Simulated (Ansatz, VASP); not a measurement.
# AlNi3: VASP beside Ansatz

The input INCAR:

```
ALGO = Normal
EDIFF = 1E-6
ENCUT = 520
GGA = PS
ISIF = 2
ISMEAR = 0
LASPH = T
LCHARG = F
LREAL = F
LWAVE = F
NBANDS = 24
NELM = 100
PREC = Accurate
SIGMA = 0.1
```

The input KPOINTS:

```
k-points
0
Gamma
  12 12 12
```

The input POSCAR:

```
AlNi3
1.0
    0.0000000000      2.8018887551      2.8018887551
    2.8018887551      0.0000000000      2.8018887551
    2.8018887551      2.8018887551      0.0000000000
Al Ni
1 3
Direct
    0.5000000000      0.5000000000      0.5000000000
    0.2500000000      0.2500000000      0.2500000000
    0.0000000000      0.0000000000      0.0000000000
    0.7500000000      0.7500000000      0.7500000000
```

Input for Ansatz:

```yaml
crystal:
  lattice:
    - [0.0, 2.8018887551, 2.8018887551]
    - [2.8018887551, 0.0, 2.8018887551]
    - [2.8018887551, 2.8018887551, 0.0]
  atoms:
    - { symbol: Al, position: [0.5, 0.5, 0.5] }
    - { symbol: Ni, position: [0.25, 0.25, 0.25] }
    - { symbol: Ni, position: [0.0, 0.0, 0.0] }
    - { symbol: Ni, position: [0.75, 0.75, 0.75] }
basis:
  ecutwfc: 420
kpoints:
  mp_grid: { grid: [12, 12, 12] }
hamiltonian:
  xc: pbesol
scf:
  occupations: { method: gaussian, width: 0.1 }
output:
  forces: true
  stress: true
  eigenvalues: true
```

Alike in both runs: task single point; functional PBEsol; k mesh 12 × 12 × 12; occupations gaussian, width 0.1 eV; no spin polarisation.

|  | VASP | Ansatz |
| --- | --- | --- |
| version | VASP 6.6.1 | Ansatz 0.2.0 |
| potentials or method | VASP PAW PBE potentials, release 64 (Al, Ni), cutoff 520 eV | scalar-relativistic, plane waves, PAW |
| valence electrons in the cell | 33 | 57 |

|  | VASP | Ansatz | Ansatz less VASP |
| --- | --- | --- | --- |
| gap on the k mesh at the Fermi level (eV) | none | none | - |
| pressure (GPa) | -0.7 | -0.7 | -0.08 |

VASP's potentials were made for PBE, not for PBEsol. A gap of «none» marks a metal or a gap that the smearing closes. VASP's potentials hold 33 valence electrons a cell and Ansatz's 57, so a difference there can come from the potentials and not from the codes.
